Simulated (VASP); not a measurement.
# ZnS (P6_3mc) in VASP: relaxation of cell and atoms with LDA

Aim: the relaxation of cell and atoms of ZnS with LDA.

Everything below comes from runs of VASP 6.6.1. Logs are shortened: lines on timing, memory, paths and dates and some standing lists are left out, and cuts for length are marked.

**1. The cell of the first run**

The structure is hexagonal, space group P6_3mc (No. 186). The conventional cell has a = 3.738 Å, b = 3.738 Å, c = 6.143 Å, α = 90.00°, β = 90.00°, γ = 120.00°. Within 3.0 Å of Zn (site symmetry 3m) lie 4 S at 2.29 to 2.30 Å. S (site symmetry 3m) has 4 Zn at 2.29 to 2.30 Å within 3.0 Å.

**2. Relaxation of cell and atoms, LDA**

Input file INCAR:

```
PREC = Accurate
ENCUT = 500
EDIFF = 1E-7
ISMEAR = 0
SIGMA = 0.01
LREAL = F
LASPH = T
NELM = 120
ALGO = Normal
ISIF = 3
LWAVE = F
LCHARG = F
GGA = CA
IBRION = 2
NSW = 80
EDIFFG = -0.001
GGA_COMPAT = F
NELMIN = 4
```

Input file KPOINTS:

```
regular mesh
0
Gamma
  12 12 6
```

Input file POSCAR:

```
ZnS
1.0
    3.7382164777      0.0000000000      0.0000000000
   -1.8691082389      3.2373904346      0.0000000000
    0.0000000000      0.0000000000      6.1430271494
Zn S
2 2
Direct
    0.3333333333      0.6666666667      0.0055916828
    0.6666666667      0.3333333333      0.5055916828
    0.3333333333      0.6666666667      0.3794083172
    0.6666666667      0.3333333333      0.8794083172
```

Potentials or basis: VASP PAW LDA potentials, release 64 (Zn, S).

Command:

```
$ cat potpaw_LDA.64/Zn/POTCAR potpaw_LDA.64/S/POTCAR > POTCAR
$ mpirun -np 1 vasp_std > vasp.out
```

OUTCAR:

```text
PREC = Accurate
   ENCUT = 500
   EDIFF = 1E-7
   ISMEAR = 0
   LREAL = F
   LASPH = T
   NELM = 120
   ISIF = 3
   GGA = CA
   IBRION = 2
   NSW = 80
   EDIFFG = -0.001
   NELMIN = 4

 ion  position               nearest neighbor table
   1  0.333  0.667  0.006-   4 2.29   4 2.29   4 2.29   3 2.30
   2  0.667  0.333  0.506-   3 2.29   3 2.29   3 2.29   4 2.30
   3  0.333  0.667  0.379-   2 2.29   2 2.29   2 2.29   1 2.30
   4  0.667  0.333  0.879-   1 2.29   1 2.29   1 2.29   2 2.30

  LATTYP: Found a hexagonal cell.
 ALAT       =     3.7382164777
 C/A-ratio  =     1.6433042832

  Lattice vectors:

 A1 = (   3.7382164777,   0.0000000000,   0.0000000000)
 A2 = (  -1.8691082389,   3.2373904346,   0.0000000000)
 A3 = (   0.0000000000,   0.0000000000,   6.1430271494)

Analysis of symmetry for initial positions (statically):
=====================================================================
 Subroutine PRICEL returns:
 Original cell was already a primitive cell.

 Routine SETGRP: Setting up the symmetry group for a
 hexagonal supercell.

 Subroutine GETGRP returns: Found 12 space group operations
 (whereof  6 operations were pure point group operations)
 out of a pool of 24 trial point group operations.

The static configuration has the point symmetry C_3v.
 The point group associated with its full space group is C_6v.

Analysis of symmetry for dynamics (positions and initial velocities):
=====================================================================
 Subroutine PRICEL returns:
 Original cell was already a primitive cell.

 Routine SETGRP: Setting up the symmetry group for a
 hexagonal supercell.

 Subroutine GETGRP returns: Found 12 space group operations
 (whereof  6 operations were pure point group operations)
 out of a pool of 24 trial point group operations.

The dynamic configuration has the point symmetry C_3v.
 The point group associated with its full space group is C_6v.

 Subroutine INISYM returns: Found 12 space group operations
 (whereof  6 operations are pure point group operations),
 and found     1 'primitive' translations

----------------------------------------------------------------------------------------

                                     Primitive cell

  volume of cell :      74.3433

  direct lattice vectors                    reciprocal lattice vectors
     3.738216478  0.000000000  0.000000000     0.267507247  0.154445381  0.000000000
[... 98 lines left out ...]
   POTIM  = 0.5000    time-step for ionic-motion
   TEBEG  =    0.0;   TEEND  =   0.0 temperature during run
   PSTRESS=    0.0 pullay stress
   NELECT =      36.0000    total number of electrons
   NUPDOWN=      -1.0000    fix difference up-down
   EMIN   =  10.00;   EMAX   =-10.00  energy-range for DOS
   EFERMI =   0.00;   METHOD = LEGACY
   ISMEAR =     0;   SIGMA  =   0.01  broadening in eV -4-tet -1-fermi 0-gaus
   EFERMI_NEDOS =   21; number of points for ismear=-14 and -15
   IALGO  =     38    algorithm
   IMIX   =      4    mixing-type and parameters
     AMIX     =   0.40;   BMIX     =  1.00
     AMIX_MAG =   1.60;   BMIX_MAG =  1.00
  volume/ion in A,a.u.               =      18.59       125.42
  Fermi-wavevector in a.u.,A,eV,Ry     =   1.285568  2.429371 22.486141  1.652685
  Thomas-Fermi vector in A             =   2.417694
   LORBIT       =      0    0 simple, 1 ext, 2 COOP (PROOUT), +10 PAW based schemes
   GGA     = CA    functional components
   LHFCALC =     F    Hartree Fock is set to
   AEXX    =    0.0000 exact exchange contribution
   IVDW    =     0    specifies the selected vdW correction
   LEPSILON=     F    determine dielectric tensor
   LRPA    =     F    only Hartree local field effects (RPA)
 conjugate gradient relaxation of ions
 non-spin polarized calculation
 Gauss-broadening in eV      SIGMA  =   0.01
  energy-cutoff  :      500.00
  volume of cell :       74.34
 maximum number of plane-waves:      1918
 NGX is ok and might be reduce to    28
   NGX = 13   NGY = 13   NGZ = 23

--------------------------------------- Ionic step        1  -------------------------------------------

 number of electron      36.0000015 magnetization

 Free energy of the ion-electron system (eV)
  ---------------------------------------------------
  ext. energy  EPLUGINS =         0.00000000
  ---------------------------------------------------
  free energy    TOTEN  =       -16.40272015 eV

  energy without entropy =      -16.40272015  energy(sigma->0) =      -16.40272015

------------------------ aborting loop because EDIFF is reached ----------------------------------------

  FORCE on cell =-STRESS in cart. coord.  units (eV):
  Direction    XX          YY          ZZ          XY          YZ          ZX
  --------------------------------------------------------------------------------------
  -------------------------------------------------------------------------------------
  Total        0.1005605      0.1005605      0.1077434     -0.0000000      0.0000000     -0.0000000
  in kB        2.1671844      2.1671844      2.3219849     -0.0000000      0.0000000     -0.0000000
  external PRESSURE =       2.2187846 kB  Pullay stress =       0.0000000 kB
[... 101 lines left out ...]
--------------------------------------- Ionic step        4  -------------------------------------------

 number of electron      36.0000015 magnetization

 Free energy of the ion-electron system (eV)
  ---------------------------------------------------
  ext. energy  EPLUGINS =         0.00000000
  ---------------------------------------------------
  free energy    TOTEN  =       -16.40288449 eV

  energy without entropy =      -16.40288449  energy(sigma->0) =      -16.40288449

 E-fermi :   2.5652     XC(G=0): -10.2960

 val. band max:        2.5045431857   @ k =   0.0000   0.0000   0.0000
 cond. band min:       4.7174061898   @ k =   0.0000   0.0000   0.0000
 fundamental gap:      2.2128630041
 Fermi energy:         2.5651935052

 k-point     1 :       0.0000    0.0000    0.0000
  band No.  band energies     occupation
      1     -11.0503      2.00000
      2      -9.9885      2.00000
      3      -4.2516      2.00000
      4      -4.2315      2.00000
      5      -4.2315      2.00000
      6      -4.1428      2.00000
[... 589 lines left out ...]
     21       8.2268      0.00000
     22       8.7191      0.00000

 [... further k-points ...]

------------------------ aborting loop because EDIFF is reached ----------------------------------------

  FORCE on cell =-STRESS in cart. coord.  units (eV):
  Direction    XX          YY          ZZ          XY          YZ          ZX
  --------------------------------------------------------------------------------------
  -------------------------------------------------------------------------------------
  Total        0.0020408      0.0020408      0.0010973     -0.0000000      0.0000000      0.0000000
  in kB        0.0438635      0.0438635      0.0235840     -0.0000000      0.0000000      0.0000000
  external PRESSURE =       0.0371037 kB  Pullay stress =       0.0000000 kB
[... 19 lines left out ...]
  FREE ENERGIE OF THE ION-ELECTRON SYSTEM (eV)
  ---------------------------------------------------
  free  energy   TOTEN  =       -16.4028844907 eV

  energy  without entropy=      -16.4028844907  energy(sigma->0) =      -16.40288449

 reached required accuracy - stopping structural energy minimisation
```

CONTCAR:

```text
ZnS
   1.00000000000000
     3.7415102219948988   -0.0000000000000509   -0.0000000000000000
    -1.8707551110475376    3.2402429008331528    0.0000000000000000
     0.0000000000000000    0.0000000000000000    6.1488263935894762
  Zn              S
     2     2
Direct
     0.3333333332999970    0.6666666667000030    0.0055937806333724
     0.6666666667000030    0.3333333332999970    0.5055937806333725
     0.3333333332999970    0.6666666667000030    0.3794062193666327
     0.6666666667000030    0.3333333332999970    0.8794062193666327

  0.00000000E+00  0.00000000E+00  0.00000000E+00
  0.00000000E+00  0.00000000E+00  0.00000000E+00
  0.00000000E+00  0.00000000E+00  0.00000000E+00
  0.00000000E+00  0.00000000E+00  0.00000000E+00
```

Run time: 7.1 min. Hardware: 1 thread of Oxide Virtual Turin-like, shared host; peak memory 0.2 GiB.

Results:

| Quantity | Value |
| --- | --- |
| Free energy | -16.4029 eV |
| Relaxed volume | 18.64 Å³/atom |
| Relaxed cell | a = 3.742 Å, b = 3.742 Å, c = 6.149 Å, α = 90.00°, β = 90.00°, γ = 120.00° |
| Space group after relaxing (to 0.1 Å) | P6_3mc (No. 186) |
| Energy gained by relaxing | 0.0 meV/atom |
| Ionic steps | 4 |
| Pressure after relaxing | 0.0 GPa |
| Band gap on the k mesh | 2.21 eV |

Step by step:
```tsv
step	energy change (eV)	largest force (eV/Å)	pressure (GPa)	volume (Å³)
1	0.0000	0.0004	0.22	74.34
2	-0.0001	0.0002	-0.08	74.62
3	-0.0002	0.0001	-0.02	74.56
4	-0.0002	0.0000	0.00	74.54
```

Final structure:
```
Zn S
1.0
     3.74151    0.00000    0.00000
    -1.87076    3.24024    0.00000
     0.00000    0.00000    6.14883
Zn S
2 2
Direct
  0.33333 0.66667 0.00559
  0.66667 0.33333 0.50559
  0.33333 0.66667 0.37941
  0.66667 0.33333 0.87941
```

Levels at points of the mesh, in eV from the valence-band top:
```
           k point  band 16  band 17  band 18  band 19  band 20  band 21
(0.00, 0.00, 0.00)    -0.10     0.00     0.00     2.21     3.02     6.13
(0.50, 0.00, 0.00)    -2.46    -1.91    -0.98     3.42     4.21     4.88
(0.00, 0.00, 0.50)    -0.52    -0.52    -0.52     3.52     3.52     6.61
(0.50, 0.00, 0.50)    -1.81    -1.78    -1.78     3.34     3.34     5.03
```

A k mesh can miss the band edges.
